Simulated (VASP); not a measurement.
# Ba (Im-3m) in VASP: settings compared, part 2 of 2

VASP 6.6.1. The steps go on from the part before.

## Step 4: Single point, LDA

This run uses another cell than the first one, of 62.99 Å³/atom.

The input, INCAR:

```
SYSTEM = Ba
PREC = Accurate ; ENCUT = 520
EDIFF = 1E-6 ; ISMEAR = -1
SIGMA = 0.05 ; LREAL = .False.
LASPH = .True. ; NELM = 80
ALGO = Fast ; ISIF = 2
LWAVE = .False. ; LCHARG = .True.
LELF = .True. ; LVHAR = .True.
NBANDS = 11
```

The input, KPOINTS:

```
Automatic mesh
0
Gamma
  8 8 8
  0 0 0
```

The input, POSCAR:

```
Ba
1.0
   -2.5065000000      2.5065000000      2.5065000000
    2.5065000000     -2.5065000000      2.5065000000
    2.5065000000      2.5065000000     -2.5065000000
Ba
1
Direct
    0.0000000000      0.0000000000      0.0000000000
```

Potentials or basis: VASP PAW LDA potentials, release 64 (Ba_sv).

On the command line:

```
$ cat potpaw_LDA.64/Ba_sv/POTCAR > POTCAR
$ mpirun -np 1 vasp_std > vasp.out
```

OUTCAR:

```text
SYSTEM = Ba
   PREC = Accurate
   ENCUT = 520
   EDIFF = 1E-6
   ISMEAR = -1
   LREAL = .False.
   LASPH = .True.
   NELM = 80
   ISIF = 2

 ion  position               nearest neighbor table
   1  0.000  0.000  0.000-

  LATTYP: Found a body centered cubic cell.
 ALAT       =     5.0130000000

  Lattice vectors:

 A1 = (  -2.5065000000,   2.5065000000,   2.5065000000)
 A2 = (   2.5065000000,  -2.5065000000,   2.5065000000)
 A3 = (   2.5065000000,   2.5065000000,  -2.5065000000)

Analysis of symmetry for initial positions (statically):
=====================================================================
 Subroutine PRICEL returns:
 Original cell was already a primitive cell.

 Routine SETGRP: Setting up the symmetry group for a
 body centered cubic supercell.

 Subroutine GETGRP returns: Found 48 space group operations
 (whereof 48 operations were pure point group operations)
 out of a pool of 48 trial point group operations.

The static configuration has the point symmetry O_h .

Analysis of symmetry for dynamics (positions and initial velocities):
[... 166 lines left out ...]
 k-point     1 :       0.0000    0.0000    0.0000
  band No.  band energies     occupation
      1     -27.3924      2.00000
      2     -12.3534      2.00000
      3     -12.3534      2.00000
      4     -12.3534      2.00000
      5      -1.3253      2.00000
      6       3.1808      0.00000
      7       3.1808      0.00000
      8       3.1808      0.00000
      9       4.6345      0.00000
     10       4.6345      0.00000
     11       8.4113      0.00000
[... 309 lines left out ...]
 k-point    24 :      -0.3750    0.3750    0.2500
  band No.  band energies     occupation
      1     -27.3375      2.00000
      2     -12.7039      2.00000
      3     -12.5711      2.00000
      4     -12.5280      2.00000
      5       1.0981      1.99663
      6       1.6699      0.01271
      7       3.2608      0.00000
      8       3.4910      0.00000
      9       4.9265      0.00000
     10       5.3264      0.00000
     11       8.5437      0.00000

 [... further k-points ...]

------------------------ aborting loop because EDIFF is reached ----------------------------------------

  FORCE on cell =-STRESS in cart. coord.  units (eV):
  Direction    XX          YY          ZZ          XY          YZ          ZX
  --------------------------------------------------------------------------------------
  -------------------------------------------------------------------------------------
  Total       -0.5143330     -0.5143330     -0.5143330     -0.0000000     -0.0000000      0.0000000
  in kB      -13.0825333    -13.0825333    -13.0825333     -0.0000000     -0.0000000      0.0000000
  external PRESSURE =     -13.0825333 kB  Pullay stress =       0.0000000 kB

 VOLUME and BASIS-vectors are now :
 -----------------------------------------------------------------------------
  energy-cutoff  :      520.00
  volume of cell :       62.99
      direct lattice vectors                 reciprocal lattice vectors
    -2.506500000  2.506500000  2.506500000     0.000000000  0.199481348  0.199481348
     2.506500000 -2.506500000  2.506500000     0.199481348  0.000000000  0.199481348
     2.506500000  2.506500000 -2.506500000     0.199481348  0.199481348  0.000000000

 POSITION                                       TOTAL-FORCE (eV/Angst)
 -----------------------------------------------------------------------------------
      0.00000      0.00000      0.00000         0.000000      0.000000      0.000000
 -----------------------------------------------------------------------------------
    total drift:                               -0.000000      0.000000     -0.000000

  FREE ENERGIE OF THE ION-ELECTRON SYSTEM (eV)
  ---------------------------------------------------
  free  energy   TOTEN  =        -2.2206815217 eV

  energy  without entropy=       -2.2125234324  energy(sigma->0) =       -2.21660248
```

stdout:

```text
POSCAR found type information on POSCAR Ba
 POSCAR found :  1 types and       1 ions
 scaLAPACK will be used
 LDA part: xc-table for (Slater(with rela. corr.)+CA(PZ))
 , standard interpolation
 POSCAR, INCAR and KPOINTS ok, starting setup
 FFT: planning ... GRIDC
 FFT: planning ... GRID_SOFT
 FFT: planning ... GRID
 WAVECAR not read
 entering main loop
```

Wall time 17 s (1 thread of AMD EPYC 7R13, shared host); peak memory 0.13 GiB.

Results:

- Free energy: -2.2207 eV
- Pressure: -1.3 GPa
- Band gap on the k mesh: zero (bands 5 and 6 overlap by 1.06 eV)

Caveat: spin-orbit coupling is left out, which moves the levels of the heavy elements.

## Step 5: Single point, LDA

This run uses another cell than the first one, of 64.25 Å³/atom.

The input, INCAR:

```
SYSTEM = Ba
PREC = Accurate
ENCUT = 520
EDIFF = 1E-6
ISMEAR = -1
SIGMA = 0.05
LREAL = .False.
LASPH = .True.
NELM = 60
ALGO = Fast
ISIF = 2
LWAVE = .False.
LCHARG = .False.
GGA = CA
NBANDS = 11
```

KPOINTS is that of step 4.

The input, POSCAR:

```
Ba
1.0
   -2.5230998215      2.5230998215      2.5230998215
    2.5230998215     -2.5230998215      2.5230998215
    2.5230998215      2.5230998215     -2.5230998215
Ba
1
Direct
    0.0000000000      0.0000000000      0.0000000000
```

On the command line:

```
$ cat potpaw_LDA.64/Ba_sv/POTCAR > POTCAR
$ mpirun -np 1 vasp_std > vasp.out
```

Run time: 27 s. Hardware: 1 thread of AMD EPYC 7R13, shared host; peak memory 0.14 GiB.

It converged, with:

| Property | Result |
| --- | --- |
| Free energy | -2.2099 eV |
| Pressure | -1.4 GPa |
| Band gap on the k mesh | zero (bands 5 and 6 overlap by 1.01 eV) |

Levels at points of the mesh, in eV from the Fermi level:
```
           k point  band 1  band 2  band 3  band 4  band 5  band 6  band 7  band 8  band 9  band 10
(0.00, 0.00, 0.00)  -28.85  -13.82  -13.82  -13.82   -2.74    1.74    1.74    1.74    3.16     3.16
(0.50, 0.00, 0.00)  -28.81  -14.26  -13.96  -13.82   -0.89    0.64    1.27    3.09    3.67     5.08
(0.50, 0.50, 0.50)  -28.78  -14.13  -14.13  -14.13   -0.50   -0.50    4.27    4.27    4.27     4.60
```

Caveat: spin-orbit coupling is left out, which moves the levels of the heavy elements.

## Step 6: Single point, LDA

This run uses another cell than the first one, of 66.77 Å³/atom.

The input, INCAR:

```
  ALGO = Normal
  EDIFF = 1E-6
  ENCUT = 520
  ISIF = 2
  ISMEAR = -1
  LASPH = True
  LCHARG = False
  LREAL = False
  LWAVE = False
  NBANDS = 11
  NELM = 100
  PREC = Accurate
  SIGMA = 0.05
```

The input, KPOINTS:

```
k-points
0
Gamma
  8 8 8
```

The input, POSCAR:

```
Ba
1.0
   -2.5556595394      2.5556595394      2.5556595394
    2.5556595394     -2.5556595394      2.5556595394
    2.5556595394      2.5556595394     -2.5556595394
Ba
1
Direct
    0.0000000000      0.0000000000      0.0000000000
```

Potentials or basis: VASP PAW LDA potentials, release 64 (Ba_sv).

On the command line:

```
$ cat potpaw_LDA.64/Ba_sv/POTCAR > POTCAR
$ mpirun -np 1 vasp_std > vasp.out
```

OUTCAR:

```text
EDIFF = 1E-6
   ENCUT = 520
   ISIF = 2
   ISMEAR = -1
   LASPH = True
   LREAL = False
   NELM = 100
   PREC = Accurate

 ion  position               nearest neighbor table
   1  0.000  0.000  0.000-

  LATTYP: Found a body centered cubic cell.
 ALAT       =     5.1113190788

  Lattice vectors:

 A1 = (  -2.5556595394,   2.5556595394,   2.5556595394)
 A2 = (   2.5556595394,  -2.5556595394,   2.5556595394)
 A3 = (   2.5556595394,   2.5556595394,  -2.5556595394)

Analysis of symmetry for initial positions (statically):
=====================================================================
 Subroutine PRICEL returns:
 Original cell was already a primitive cell.

 Routine SETGRP: Setting up the symmetry group for a
 body centered cubic supercell.

 Subroutine GETGRP returns: Found 48 space group operations
 (whereof 48 operations were pure point group operations)
 out of a pool of 48 trial point group operations.

The static configuration has the point symmetry O_h .

Analysis of symmetry for dynamics (positions and initial velocities):
=====================================================================
 Subroutine PRICEL returns:
 Original cell was already a primitive cell.

 Routine SETGRP: Setting up the symmetry group for a
 body centered cubic supercell.

 Subroutine GETGRP returns: Found 48 space group operations
 (whereof 48 operations were pure point group operations)
 out of a pool of 48 trial point group operations.

The dynamic configuration has the point symmetry O_h .

 Subroutine INISYM returns: Found 48 space group operations
 (whereof 48 operations are pure point group operations),
 and found     1 'primitive' translations

----------------------------------------------------------------------------------------

                                     Primitive cell

  volume of cell :      66.7681

  direct lattice vectors                    reciprocal lattice vectors
    -2.555659539  2.555659539  2.555659539     0.000000000  0.195644213  0.195644213
     2.555659539 -2.555659539  2.555659539     0.195644213  0.000000000  0.195644213
     2.555659539  2.555659539 -2.555659539     0.195644213  0.195644213  0.000000000

  length of vectors
     4.426532169  4.426532169  4.426532169     0.276682700  0.276682700  0.276682700

  position of ions in fractional coordinates (direct lattice)
     0.000000000  0.000000000  0.000000000

  ion indices of the primitive-cell ions
   primitive index   ion index
                 1           1

----------------------------------------------------------------------------------------

 KPOINTS: k-points

Automatic generation of k-mesh.
 Grid dimensions read from file:
 generate k-points for:    8    8    8

 Generating k-lattice:

  Cartesian coordinates                     Fractional coordinates (reciprocal lattice)
     0.000000000  0.024455527  0.024455527     0.125000000  0.000000000  0.000000000
     0.024455527  0.000000000  0.024455527     0.000000000  0.125000000  0.000000000
     0.024455527  0.024455527  0.000000000     0.000000000  0.000000000  0.125000000

  Length of vectors
     0.034585337  0.034585337  0.034585337

  Shift w.r.t. Gamma in fractional coordinates (k-lattice)
     0.000000000  0.000000000  0.000000000

 Subroutine IBZKPT returns following result:
 ===========================================

 Found     29 irreducible k-points:

 Following reciprocal coordinates:
            Coordinates               Weight
  0.000000  0.000000  0.000000      1.000000
  0.125000  0.000000  0.000000     12.000000
  0.250000  0.000000  0.000000     12.000000
  0.375000  0.000000  0.000000     12.000000
  0.500000  0.000000  0.000000      6.000000
  0.125000  0.125000  0.000000     24.000000
[... 16 lines left out ...]
 -0.250000  0.250000  0.250000      6.000000
 -0.375000  0.375000  0.250000     24.000000
 [... further k-points ...]
   k-points           NKPTS =     29   k-points in BZ     NKDIM =     29   number of bands    NBANDS=     11
   number of dos      NEDOS =    301   number of ions     NIONS =      1
   total plane-waves  NPLWV =  46656
   dimension x,y,z NGX =    36 NGY =   36 NGZ =   36
   dimension x,y,z NGXF=    72 NGYF=   72 NGZF=   72
   ions per type =               1
   NGX,Y,Z   is equivalent  to a cutoff of  13.52, 13.52, 13.52 a.u.
   NGXF,Y,Z  is equivalent  to a cutoff of  27.04, 27.04, 27.04 a.u.
 SYSTEM =  unknown system
   PREC   = accura    normal or accurate (medium, high low for compatibility)
   ISTART =      0    job   : 0-new  1-cont  2-samecut
   ICHARG =      2    charge: 1-file 2-atom 10-const
   ISPIN  =      1    spin polarized calculation?
   LNONCOLLINEAR =      F non collinear calculations
   LSORBIT =      F    spin-orbit coupling
   LASPH  =      T    aspherical Exc in radial PAW
   ENCUT  =  520.0 eV  38.22 Ry    6.18 a.u.   8.23  8.23  8.23*2*pi/ulx,y,z
   NELM   =    100;   NELMIN=  2; NELMDL= -5     # of ELM steps
   EDIFF  = 0.1E-05   stopping-criterion for ELM
   LREAL  =      F    real-space projection
   EDIFFG = 0.1E-04   stopping-criterion for IOM
   NSW    =      0    number of steps for IOM
   IBRION =     -1    ionic relax: 0-MD 1-quasi-New 2-CG
   NFREE  =      0    steps in history (QN), initial steepest desc. (CG)
   ISIF   =      2    stress and relaxation
   ISYM   =      2    0-nonsym 1-usesym 2-fastsym
   POTIM  = 0.5000    time-step for ionic-motion
   TEBEG  =    0.0;   TEEND  =   0.0 temperature during run
   PSTRESS=    0.0 pullay stress
   NELECT =      10.0000    total number of electrons
   NUPDOWN=      -1.0000    fix difference up-down
   EMIN   =  10.00;   EMAX   =-10.00  energy-range for DOS
   EFERMI =   0.00;   METHOD = LEGACY
   ISMEAR =    -1;   SIGMA  =   0.05  broadening in eV -4-tet -1-fermi 0-gaus
   EFERMI_NEDOS =   21; number of points for ismear=-14 and -15
   IALGO  =     38    algorithm
   IMIX   =      4    mixing-type and parameters
     AMIX     =   0.40;   BMIX     =  1.00
     AMIX_MAG =   1.60;   BMIX_MAG =  1.00
  volume/ion in A,a.u.               =      66.77       450.57
  Fermi-wavevector in a.u.,A,eV,Ry     =   0.869398  1.642923 10.283996  0.755852
  Thomas-Fermi vector in A             =   1.988214
   LORBIT       =      0    0 simple, 1 ext, 2 COOP (PROOUT), +10 PAW based schemes
   GGA     = CA    functional components
   LHFCALC =     F    Hartree Fock is set to
   AEXX    =    0.0000 exact exchange contribution
   IVDW    =     0    specifies the selected vdW correction
   LEPSILON=     F    determine dielectric tensor
   LRPA    =     F    only Hartree local field effects (RPA)
 non-spin polarized calculation
  energy-cutoff  :      520.00
  volume of cell :       66.77
 maximum number of plane-waves:      1865
 NGX is ok and might be reduce to    36
   NGX = 17   NGY = 17   NGZ = 17

 number of electron      10.0000000 magnetization

 number of electron       9.9999999 magnetization

 Free energy of the ion-electron system (eV)
  ---------------------------------------------------
  ext. energy  EPLUGINS =         0.00000000
  ---------------------------------------------------
  free energy    TOTEN  =        -2.18566083 eV

  energy without entropy =       -2.17628143  energy(sigma->0) =       -2.18097113

 E-fermi :   1.2449     XC(G=0):  -7.4295

 val. band max:        1.2148421002   @ k =  -0.3750   0.5000   0.2500
 cond. band min:       1.3191465889   @ k =   0.2500   0.2500   0.1250
 fundamental gap:      0.1043044887
 Fermi energy:         1.2448542161

 k-point     1 :       0.0000    0.0000    0.0000
  band No.  band energies     occupation
      1     -27.6789      2.00000
      2     -12.6700      2.00000
      3     -12.6700      2.00000
      4     -12.6700      2.00000
      5      -1.4763      2.00000
      6       2.9294      0.00000
      7       2.9294      0.00000
      8       2.9294      0.00000
      9       4.3023      0.00000
     10       4.3023      0.00000
     11       8.0626      0.00000
[... 309 lines left out ...]
 k-point    24 :      -0.3750    0.3750    0.2500
  band No.  band energies     occupation
      1     -27.6364      2.00000
      2     -12.9601      2.00000
      3     -12.8515      2.00000
      4     -12.8149      2.00000
      5       0.8821      1.99859
      6       1.5102      0.00987
      7       2.9924      0.00000
      8       3.2033      0.00000
      9       4.5234      0.00000
     10       4.9366      0.00000
     11       7.9382      0.00000

 [... further k-points ...]

------------------------ aborting loop because EDIFF is reached ----------------------------------------

  FORCE on cell =-STRESS in cart. coord.  units (eV):
  Direction    XX          YY          ZZ          XY          YZ          ZX
  --------------------------------------------------------------------------------------
  -------------------------------------------------------------------------------------
  Total       -0.6870257     -0.6870257     -0.6870257      0.0000000      0.0000000      0.0000000
  in kB      -16.4859728    -16.4859728    -16.4859728      0.0000000      0.0000000      0.0000000
  external PRESSURE =     -16.4859728 kB  Pullay stress =       0.0000000 kB

 VOLUME and BASIS-vectors are now :
 -----------------------------------------------------------------------------
  energy-cutoff  :      520.00
  volume of cell :       66.77
      direct lattice vectors                 reciprocal lattice vectors
    -2.555659539  2.555659539  2.555659539     0.000000000  0.195644213  0.195644213
     2.555659539 -2.555659539  2.555659539     0.195644213  0.000000000  0.195644213
     2.555659539  2.555659539 -2.555659539     0.195644213  0.195644213  0.000000000

 POSITION                                       TOTAL-FORCE (eV/Angst)
 -----------------------------------------------------------------------------------
      0.00000      0.00000      0.00000        -0.000000      0.000000     -0.000000
 -----------------------------------------------------------------------------------
    total drift:                               -0.000000      0.000000      0.000000

  FREE ENERGIE OF THE ION-ELECTRON SYSTEM (eV)
  ---------------------------------------------------
  free  energy   TOTEN  =        -2.1856608326 eV

  energy  without entropy=       -2.1762814313  energy(sigma->0) =       -2.18097113
```

Wall time 22 s (1 thread of AMD EPYC 7R13, shared host); peak memory 0.14 GiB.

What came out:

| Property | Result |
| --- | --- |
| Free energy | -2.1857 eV |
| Pressure | -1.6 GPa |
| Band gap on the k mesh | zero (bands 5 and 6 overlap by 0.93 eV) |

Caveat: spin-orbit coupling is left out, which moves the levels of the heavy elements.

## Step 7: Summary

| level | potentials or basis | spin | fixed moment (μB) | cell | gap on the mesh (eV) | pressure (GPa) |
| --- | --- | --- | --- | --- | --- | --- |
| PBEsol+D3(BJ) | VASP PAW PBE potentials, release 64 (Ba_sv) | collinear | 2.0 | a = 4.283 Å, angles 109.5°, 1 atom | - | -1.0 |
| LDA | VASP PAW LDA potentials, release 64 (Ba_sv) | off | - | a = 4.253 Å, angles 109.5°, 1 atom | none | -0.8 |
| LDA | VASP PAW LDA potentials, release 64 (Ba_sv) | off | - | a = 4.341 Å, angles 109.5°, 1 atom | none | -1.3 |
| LDA | VASP PAW LDA potentials, release 64 (Ba_sv) | off | - | a = 4.370 Å, angles 109.5°, 1 atom | none | -1.4 |
| LDA | VASP PAW LDA potentials, release 64 (Ba_sv) | off | - | a = 4.427 Å, angles 109.5°, 1 atom | none | -1.6 |

Alike in all rows: task single point; k mesh 8 × 8 × 8; cutoff (eV) 520; smearing fermi-dirac 0.05 eV.

Caveats: spin-orbit coupling is left out, which moves the levels of the heavy elements; the PAW data sets were made with another functional, which shifts forces and pressure a little (at least some runs); the total moment is fixed, so each spin has its own Fermi level (at least some runs).

Total energies depend on the potentials used, so only differences within one code and one set of settings carry meaning.
